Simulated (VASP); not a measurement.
# RbBr (Fm-3m) in VASP: a series of runs

The runs below take RbBr through single point, with r2SCAN0, HSE06.

All numbers are computed with VASP 6.6.1; they aren't measurements. Logs are shortened: lines on timing, memory, paths and dates and some standing lists are left out, and cuts for length are marked.

**1. The cell of the first run**

The structure is cubic, space group Fm-3m (No. 225). The conventional cell has a = 6.922 Å, b = 6.922 Å, c = 6.922 Å, α = 90.00°, β = 90.00°, γ = 90.00°. Rb (site symmetry m-3m) has 6 Br at 3.46 Å within 4.5 Å. Br (site symmetry m-3m) has 6 Rb at 3.46 Å within 4.5 Å.

**2. Single point, r2SCAN0**

File POSCAR:

```
RbBr
1.0
    0.0000000000      3.4608318259      3.4608318259
    3.4608318259      0.0000000000      3.4608318259
    3.4608318259      3.4608318259      0.0000000000
Rb Br
1 1
Direct
    0.0000000000      0.0000000000      0.0000000000
    0.5000000000      0.5000000000      0.5000000000
```

File INCAR.step1:

```
ALGO = Normal
EDIFF = 1E-5
ENCUT = 520
GGA = PE
ISIF = 2
ISMEAR = 0
LASPH = T
LCHARG = F
LREAL = F
LWAVE = T
NBANDS = 15
NELM = 100
PREC = Accurate
SIGMA = 0.01
```

File INCAR.step2:

```
AEXX = 0.25
ALGO = Normal
EDIFF = 1E-6
ENCUT = 520
ISIF = 2
ISMEAR = 0
ISTART = 1
LASPH = T
LCHARG = F
LHFCALC = T
LMIXTAU = T
LREAL = F
LWAVE = F
METAGGA = R2SCAN
NBANDS = 15
NELM = 100
PREC = Accurate
PRECFOCK = Normal
SIGMA = 0.01
```

File KPOINTS:

```
k-points
0
Gamma
  4 4 4
```

Potentials or basis: VASP PAW PBE potentials, release 64 (Rb_sv, Br).

The run is started by

```sh
cat potpaw_PBE.64/Rb_sv/POTCAR potpaw_PBE.64/Br/POTCAR > POTCAR
cp INCAR.step1 INCAR
mpirun -np 1 vasp_std > vasp.out
cp INCAR.step2 INCAR
mpirun -np 1 vasp_std > vasp.out
```

OUTCAR:

```text
AEXX = 0.25
   EDIFF = 1E-6
   ENCUT = 520
   ISIF = 2
   ISMEAR = 0
   ISTART = 1
   LASPH = T
   LHFCALC = T
   LREAL = F
   METAGGA = R2SCAN
   NELM = 100
   PREC = Accurate
   PRECFOCK = Normal

 ion  position               nearest neighbor table
   1  0.000  0.000  0.000-   2 3.46   2 3.46   2 3.46   2 3.46   2 3.46   2 3.46
   2  0.500  0.500  0.500-   1 3.46   1 3.46   1 3.46   1 3.46   1 3.46   1 3.46

  LATTYP: Found a face centered cubic cell.
 ALAT       =     6.9216636518

  Lattice vectors:

 A1 = (   0.0000000000,   3.4608318259,   3.4608318259)
 A2 = (   3.4608318259,   0.0000000000,   3.4608318259)
 A3 = (   3.4608318259,   3.4608318259,   0.0000000000)

Analysis of symmetry for initial positions (statically):
=====================================================================
 Subroutine PRICEL returns:
 Original cell was already a primitive cell.

 Routine SETGRP: Setting up the symmetry group for a
 face centered cubic supercell.

 Subroutine GETGRP returns: Found 48 space group operations
 (whereof 48 operations were pure point group operations)
 out of a pool of 48 trial point group operations.

The static configuration has the point symmetry O_h .

Analysis of symmetry for dynamics (positions and initial velocities):
=====================================================================
 Subroutine PRICEL returns:
 Original cell was already a primitive cell.

 Routine SETGRP: Setting up the symmetry group for a
 face centered cubic supercell.

 Subroutine GETGRP returns: Found 48 space group operations
 (whereof 48 operations were pure point group operations)
 out of a pool of 48 trial point group operations.

The dynamic configuration has the point symmetry O_h .

 Subroutine INISYM returns: Found 48 space group operations
 (whereof 48 operations are pure point group operations),
 and found     1 'primitive' translations

----------------------------------------------------------------------------------------

                                     Primitive cell

  volume of cell :      82.9032

  direct lattice vectors                    reciprocal lattice vectors
     0.000000000  3.460831826  3.460831826    -0.144473937  0.144473937  0.144473937
     3.460831826  0.000000000  3.460831826     0.144473937 -0.144473937  0.144473937
     3.460831826  3.460831826  0.000000000     0.144473937  0.144473937 -0.144473937

  length of vectors
     4.894355305  4.894355305  4.894355305     0.250236200  0.250236200  0.250236200

  position of ions in fractional coordinates (direct lattice)
     0.000000000  0.000000000  0.000000000
     0.500000000  0.500000000  0.500000000

  ion indices of the primitive-cell ions
   primitive index   ion index
                 1           1
                 2           2

----------------------------------------------------------------------------------------

 KPOINTS: k-points

Automatic generation of k-mesh.
 Grid dimensions read from file:
 generate k-points for:    4    4    4

 Generating k-lattice:

  Cartesian coordinates                     Fractional coordinates (reciprocal lattice)
    -0.036118484  0.036118484  0.036118484     0.250000000  0.000000000  0.000000000
     0.036118484 -0.036118484  0.036118484     0.000000000  0.250000000  0.000000000
     0.036118484  0.036118484 -0.036118484     0.000000000  0.000000000  0.250000000

  Length of vectors
     0.062559050  0.062559050  0.062559050

  Shift w.r.t. Gamma in fractional coordinates (k-lattice)
     0.000000000  0.000000000  0.000000000

 Subroutine IBZKPT returns following result:
 ===========================================

 Found      8 irreducible k-points:

 Following reciprocal coordinates:
            Coordinates               Weight
  0.000000  0.000000  0.000000      1.000000
  0.250000  0.000000  0.000000      8.000000
  0.500000  0.000000  0.000000      4.000000
  0.250000  0.250000  0.000000      6.000000
  0.500000  0.250000  0.000000     24.000000
 -0.250000  0.250000  0.000000     12.000000
  0.500000  0.500000  0.000000      3.000000
 -0.250000  0.500000  0.250000      6.000000
   k-points           NKPTS =      8   k-points in BZ     NKDIM =     64   number of bands    NBANDS=     15
   number of dos      NEDOS =    301   number of ions     NIONS =      2
   total plane-waves  NPLWV =  46656
   dimension x,y,z NGX =    36 NGY =   36 NGZ =   36
   dimension x,y,z NGXF=    72 NGYF=   72 NGZF=   72
   ions per type =               1   1
   NGX,Y,Z   is equivalent  to a cutoff of  12.23, 12.23, 12.23 a.u.
   NGXF,Y,Z  is equivalent  to a cutoff of  24.46, 24.46, 24.46 a.u.
 SYSTEM =  unknown system
   PREC   = accura    normal or accurate (medium, high low for compatibility)
   ISTART =      1    job   : 0-new  1-cont  2-samecut
   ICHARG =      0    charge: 1-file 2-atom 10-const
   ISPIN  =      1    spin polarized calculation?
   LNONCOLLINEAR =      F non collinear calculations
   LSORBIT =      F    spin-orbit coupling
   LASPH  =      T    aspherical Exc in radial PAW
   ENCUT  =  520.0 eV  38.22 Ry    6.18 a.u.   9.10  9.10  9.10*2*pi/ulx,y,z
   NELM   =    100;   NELMIN=  2; NELMDL=  0     # of ELM steps
   EDIFF  = 0.1E-05   stopping-criterion for ELM
   LREAL  =      F    real-space projection
   EDIFFG = 0.1E-04   stopping-criterion for IOM
   NSW    =      0    number of steps for IOM
   IBRION =     -1    ionic relax: 0-MD 1-quasi-New 2-CG
   NFREE  =      0    steps in history (QN), initial steepest desc. (CG)
   ISIF   =      2    stress and relaxation
   ISYM   =      3    0-nonsym 1-usesym 2-fastsym
   POTIM  = 0.5000    time-step for ionic-motion
   TEBEG  =    0.0;   TEEND  =   0.0 temperature during run
   PSTRESS=    0.0 pullay stress
   NELECT =      16.0000    total number of electrons
   NUPDOWN=      -1.0000    fix difference up-down
   EMIN   =  10.00;   EMAX   =-10.00  energy-range for DOS
   EFERMI =   0.00;   METHOD = LEGACY
   ISMEAR =     0;   SIGMA  =   0.01  broadening in eV -4-tet -1-fermi 0-gaus
   EFERMI_NEDOS =   21; number of points for ismear=-14 and -15
   IALGO  =     38    algorithm
   IMIX   =      1    mixing-type and parameters
     AMIX     =   0.40;   BMIX     =  1.00
     AMIX_MAG =   1.60;   BMIX_MAG =  1.00
  volume/ion in A,a.u.               =      41.45       279.73
  Fermi-wavevector in a.u.,A,eV,Ry     =   0.946072  1.787817 12.177933  0.895053
  Thomas-Fermi vector in A             =   2.074035
   LORBIT       =      0    0 simple, 1 ext, 2 COOP (PROOUT), +10 PAW based schemes
   METAGGA = R2SCAN    functional components
   LHFCALC =     T    Hartree Fock is set to
   PRECFOCK=normal    Normal, Fast or Accurate (Low or Medium for compatibility)
   ENCUT4O =  -1.0   cutoff for four orbital integrals eV
   NKREDX  =     1    reduce k-point grid by
   NKREDY  =     1    reduce k-point grid by
   NKREDZ  =     1    reduce k-point grid by
   AEXX    =    0.2500 exact exchange contribution
   HFSCREEN=    0.0000 screening length (either q_TF or 0.3 A-1)
   HFSCREENC=   0.0000 screening length for correlation (either q_TF or 0.3 A-1)
   ENCUTFOCK=  -1.0 apply spherical cutoff to Coloumb kernel
   IVDW    =     0    specifies the selected vdW correction
   LEPSILON=     F    determine dielectric tensor
   LRPA    =     F    only Hartree local field effects (RPA)
 non-spin polarized calculation
 Gauss-broadening in eV      SIGMA  =   0.01
  energy-cutoff  :      520.00
  volume of cell :       82.90
 maximum number of plane-waves:      2252
  NGX = 28; NGY = 28; NGZ = 28

 number of electron      15.9999997 magnetization

 Free energy of the ion-electron system (eV)
  ---------------------------------------------------
  ext. energy  EPLUGINS =         0.00000000
  ---------------------------------------------------
  free energy    TOTEN  =       -26.55697654 eV

  energy without entropy =      -26.55697654  energy(sigma->0) =      -26.55697654

 E-fermi :  -3.3118     XC(G=0):  -5.9025

 val. band max:       -3.3917036448   @ k =   0.0000   0.0000   0.0000
 cond. band min:       3.0859549875   @ k =   0.0000   0.0000   0.0000
 fundamental gap:      6.4776586323
 Fermi energy:        -3.3118229481

 k-point     1 :       0.0000    0.0000    0.0000
  band No.  band energies     occupation
      1     -30.0646      2.00000
      2     -16.8934      2.00000
      3     -12.5908      2.00000
      4     -12.5908      2.00000
      5     -12.5908      2.00000
      6      -3.3917      2.00000
      7      -3.3917      2.00000
      8      -3.3917      2.00000
      9       3.0860      0.00000
     10       6.2452      0.00000
     11       6.2452      0.00000
     12       6.2452      0.00000
     13       7.3471      0.00000
     14       7.3471      0.00000
     15       9.5039      0.00000

 k-point     2 :       0.2500    0.0000    0.0000
  band No.  band energies     occupation
      1     -30.0601      2.00000
      2     -16.9099      2.00000
      3     -12.5928      2.00000
      4     -12.5928      2.00000
      5     -12.5643      2.00000
      6      -3.9383      2.00000
      7      -3.5708      2.00000
      8      -3.5708      2.00000
      9       4.3434      0.00000
     10       5.9746      0.00000
     11       7.0041      0.00000
     12       7.0041      0.00000
     13       8.2278      0.00000
     14       8.2278      0.00000
     15      11.4824      0.00000
[... 77 lines left out ...]
      3     -12.7661      2.00000
      4     -12.6603      2.00000
      5     -12.6603      2.00000
      6      -3.9074      2.00000
      7      -3.5666      2.00000
      8      -3.5666      2.00000
      9       4.3639      0.00000
     10       6.1349      0.00000
     11       7.8818      0.00000
     12       8.5036      0.00000
     13       8.7198      0.00000
     14      10.1142      0.00000
     15      10.1142      0.00000

 k-point     8 :      -0.2500    0.5000    0.2500
  band No.  band energies     occupation
      1     -30.0528      2.00000
      2     -16.8599      2.00000
      3     -12.7129      2.00000
      4     -12.7129      2.00000
      5     -12.5691      2.00000
      6      -3.8796      2.00000
      7      -3.7653      2.00000
      8      -3.7653      2.00000
      9       5.8584      0.00000
     10       5.8584      0.00000
     11       7.3576      0.00000
     12       7.7296      0.00000
     13      10.1558      0.00000
     14      10.1704      0.00000
     15      10.2926      0.00000

------------------------ aborting loop because EDIFF is reached ----------------------------------------

  FORCE on cell =-STRESS in cart. coord.  units (eV):
  Direction    XX          YY          ZZ          XY          YZ          ZX
  --------------------------------------------------------------------------------------
  -------------------------------------------------------------------------------------
  Total       -0.0550731     -0.0550731     -0.0550731      0.0000000      0.0000000     -0.0000000
  in kB       -1.0643359     -1.0643359     -1.0643359      0.0000000      0.0000000     -0.0000000
  external PRESSURE =      -1.0643359 kB  Pullay stress =       0.0000000 kB

 VOLUME and BASIS-vectors are now :
 -----------------------------------------------------------------------------
  energy-cutoff  :      520.00
  volume of cell :       82.90
      direct lattice vectors                 reciprocal lattice vectors
     0.000000000  3.460831826  3.460831826    -0.144473937  0.144473937  0.144473937
     3.460831826  0.000000000  3.460831826     0.144473937 -0.144473937  0.144473937
     3.460831826  3.460831826  0.000000000     0.144473937  0.144473937 -0.144473937

 POSITION                                       TOTAL-FORCE (eV/Angst)
 -----------------------------------------------------------------------------------
      0.00000      0.00000      0.00000         0.000000      0.000000      0.000000
      3.46083      3.46083      3.46083        -0.000000     -0.000000     -0.000000
 -----------------------------------------------------------------------------------
    total drift:                               -0.000000     -0.000000     -0.000000

  FREE ENERGIE OF THE ION-ELECTRON SYSTEM (eV)
  ---------------------------------------------------
  free  energy   TOTEN  =       -26.5569765382 eV

  energy  without entropy=      -26.5569765382  energy(sigma->0) =      -26.55697654
```

Wall time 8.1 min (1 thread of Intel Xeon Platinum 8488C (Sapphire Rapids), shared host); peak memory 0.23 GiB.

What came out:

- Free energy: -26.5570 eV
- Pressure: -0.1 GPa
- Band gap on the k mesh: 6.48 eV

Levels at points of the mesh, in eV from the valence-band top:
```csv
k point,band 5,band 6,band 7,band 8,band 9,band 10,band 11,band 12
"(0.00, 0.00, 0.00)",-9.20,0.00,0.00,0.00,6.48,9.64,9.64,9.64
"(0.50, 0.00, 0.00)",-9.15,-0.99,-0.35,-0.35,8.85,9.92,12.03,12.03
"(0.50, 0.50, 0.00)",-9.27,-0.52,-0.17,-0.17,7.76,9.53,11.27,11.90
```

Caveat: the PAW data sets were made with another functional, which shifts forces and pressure a little.

(Part 1 of 2 ends here.)
